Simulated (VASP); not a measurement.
Input of a VASP 6.6.1 run:

File INCAR:

```
SYSTEM = Si
  PREC = Accurate
  ENCUT = 520
  EDIFF = 1E-7
  ISMEAR = 0
  SIGMA = 0.02
  LREAL = Auto
  LASPH = .TRUE.
  NELM = 60
  ALGO = Normal
  ISIF = 2
  LWAVE = .FALSE.
  LCHARG = .FALSE.
  GGA = CA
  NBANDS = 48
```

Contents of KPOINTS:

```
Automatic mesh
0
G
  2 2 2
  0 0 0
```

File POSCAR:

```
Si
1.0
    0.0000000000      5.4300000000      5.4300000000
    5.4300000000      0.0000000000      5.4300000000
    5.4300000000      5.4300000000      0.0000000000
Si
17
Direct
    0.0007087477      0.0003078269     -0.0121523941
    0.1399451197      0.1396246777      0.0803801105
    0.0145479742      0.0140934622      0.4566153775
    0.1196445672      0.1193812155      0.6169392265
    0.0007246777      0.5107123389     -0.0123062615
    0.1102112339      0.6294340700      0.1303580110
   -0.0286390424      0.5127762431      0.5021123389
    0.1199333333      0.6433136280      0.6167939227
    0.5110321363      0.0003166667     -0.0122116943
    0.6298215470      0.1097491713      0.1304537753
    0.5131558932     -0.0288695212      0.5022297422
    0.6438102210      0.1195080110      0.6168831492
    0.4782430939      0.4778001842      0.0655427256
    0.6298623389      0.6294531308      0.1302886740
    0.5136248619      0.5129775322      0.5020263352
    0.6054589319      0.6051550645      0.6838602210
    0.3231605893      0.3228539595      0.5307523020
```

Potentials or basis: VASP PAW LDA potentials, release 64 (Si).

The run is started by

```bash
$ cat potpaw_LDA.64/Si/POTCAR > POTCAR
$ mpirun -np 1 vasp_std > vasp.out
```

(1) Estimate the largest force.

(2) What does it give for the pressure?

## Answers

(1) 0.045 eV/Å.

(2) 1.2 GPa.

Caveat: the k points lie up to 0.50 Å⁻¹ apart.
